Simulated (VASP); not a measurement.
Here is a VASP 6.6.1 calculation.

File INCAR:

```
ALGO = Normal
EDIFF = 1E-6
ENCUT = 520
GGA = PS
ISIF = 2
ISMEAR = 0
IVDW = 13
LASPH = T
LCHARG = T
LELF = T
LREAL = F
LVHAR = T
LWAVE = F
NBANDS = 18
NELM = 80
PREC = Accurate
SIGMA = 0.01
```

KPOINTS

```
k-points
0
Gamma
  5 5 3
```

POSCAR

```
HC2
1.0
    6.2119660000     -1.2315540000      0.0000000000
    6.2119660000      1.2315540000      0.0000000000
   -0.3443790000      0.0000000000      3.7984080000
H C
2 4
Direct
    0.1933740000      0.1933740000      0.7507520000
    0.8066260000      0.8066260000      0.2492480000
    0.5565810000      0.5565810000      0.5734550000
    0.4434190000      0.4434190000      0.4265450000
    0.1088750000      0.1088750000      0.6414990000
    0.8911250000      0.8911250000      0.3585010000
```

Potentials or basis: VASP PAW PBE potentials, release 64 (H, C).

Launch:

```sh
$ cat potpaw_PBE.64/H/POTCAR potpaw_PBE.64/C/POTCAR > POTCAR
$ mpirun -np 1 vasp_std > vasp.out
```

(1) Predict the largest force.

(2) What does it give for the band gap on the k mesh?

(3) Predict the dispersion energy per atom.

## Answers

(1) 0.356 eV/Å.

(2) 1.07 eV, indirect (least direct gap 1.46 eV).

(3) -0.055 eV.

Caveat: the k points lie up to 0.55 Å⁻¹ apart; the PAW data sets were made with another functional, which shifts forces and pressure a little.
